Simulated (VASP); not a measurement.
A run of VASP 6.6.1:

Contents of INCAR:

```
ALGO     = Normal         # electronic algorithm
EDIFF    = 1E-6           # SCF threshold, eV
ENCUT    = 520            # plane-wave cutoff, eV
GGA      = PE             # functional
ISIF     = 2              # what is computed and relaxed
ISMEAR   = -1             # smearing method
LASPH    = T              # aspherical terms in the spheres
LCHARG   = F              # write CHGCAR
LREAL    = F              # projectors in reciprocal space
LWAVE    = F              # write WAVECAR
NBANDS   = 20             # bands
NELM     = 100            # most SCF steps
PREC     = Accurate       # precision mode
SIGMA    = 0.02           # smearing width, eV
```

KPOINTS

```
k-points
0
Gamma
  10 10 10
```

POSCAR

```
WS2
1.0
    1.5243542974      0.9156121140      6.2374687378
   -1.5243542974      0.9156121140      6.2374687378
    0.0000000000     -1.8312242279      6.2374687378
W S
1 2
Direct
    0.0014330697      0.0014330697     -0.0029075810
    0.4170472751      0.4170472751      0.4195516138
    0.2481863219      0.2481863219      0.2500226340
```

Potentials or basis: VASP PAW PBE potentials, release 64 (W_sv, S).

The run is started by

```sh
$ cat potpaw_PBE.64/W_sv/POTCAR potpaw_PBE.64/S/POTCAR > POTCAR
$ mpirun -np 1 vasp_std > vasp.out
```

Hardware: 1 thread of Intel(R) Xeon(R) 6975P-C (Granite Rapids), on a shared host.

Estimate the wall time of this run.

Wall time 5.7 min on 1 thread of Intel(R) Xeon(R) 6975P-C (Granite Rapids) (shared host), peak memory 0.49 GiB. Counts: scf iterations 14, k points 282.
